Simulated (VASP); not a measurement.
Crystal: TaGe3W2.

```
Ta Ge W
1.0
     3.80359    0.00000    0.00000
     0.00000    3.80359    0.00000
     0.00000    0.00000    8.80468
Ta Ge W
1 3 2
Direct
  0.00000 0.00000 0.00000
  0.00000 0.00000 0.25803
  0.00000 0.00000 0.74197
  0.50000 0.50000 0.00000
  0.00000 0.00000 0.50000
  0.50000 0.50000 0.50000
```

The cell was built from a structure type or drawn by symmetry, and may not be a known phase.

* Program: VASP 6.6.1
* Task: relaxation of cell and atoms
* Functional: PBE
* Potentials or basis: VASP PAW PBE potentials, release 64 (Ta_pv, Ge_d, W_sv)
* Cutoff: 600 eV
* k mesh: 4 × 4 × 2
* Occupations: gaussian, width 0.1 eV
* Spin: no spin polarisation

At the start: pressure 14.9 GPa; volume 21.23 Å³/atom.

Question: How do energy, volume and symmetry change on relaxing?

Answer: Over 13 steps the energy falls by 597.0 meV/atom and the volume is 22.30 Å³/atom (+5.0 %); space group P4/mmm (No. 123, to 0.1 Å) before and after.

Step by step:
```csv
step,energy change (eV),largest force (eV/Å),pressure (GPa),volume (Å³)
1,0.0000,2.9233,14.89,127.38
2,0.2363,0.2130,-2.10,156.43
3,-1.1522,0.8435,-5.13,151.08
4,-2.4154,1.4623,-6.42,145.83
5,-3.3448,1.3504,-2.98,137.21
6,-3.3543,1.5372,-4.23,138.71
7,-3.3622,1.4706,-3.76,138.09
8,-3.4942,0.6464,3.65,129.66
9,-3.5303,0.9153,1.04,132.20
10,-3.5784,0.0369,0.67,132.92
11,-3.5786,0.0262,0.68,132.87
12,-3.5804,0.0201,-0.60,134.40
13,-3.5819,0.0225,-0.09,133.78
```

Final structure:
```xyz
6
Lattice="3.6472 0.0000 0.0000 0.0000 3.6472 0.0000 0.0000 0.0000 10.0566" Properties=species:S:1:pos:R:3 pbc="T T T"
Ta    0.0000    0.0000    0.0000
Ge    0.0000    0.0000    2.6042
Ge    3.6472    0.0000    7.4524
Ge    1.8236    1.8236    0.0000
W     0.0000    0.0000    5.0283
W     1.8236    1.8236    5.0283
```

Caveat: the k points lie up to 0.43 Å⁻¹ apart in the final cell, too coarse for converged energies and pressures of a metal.
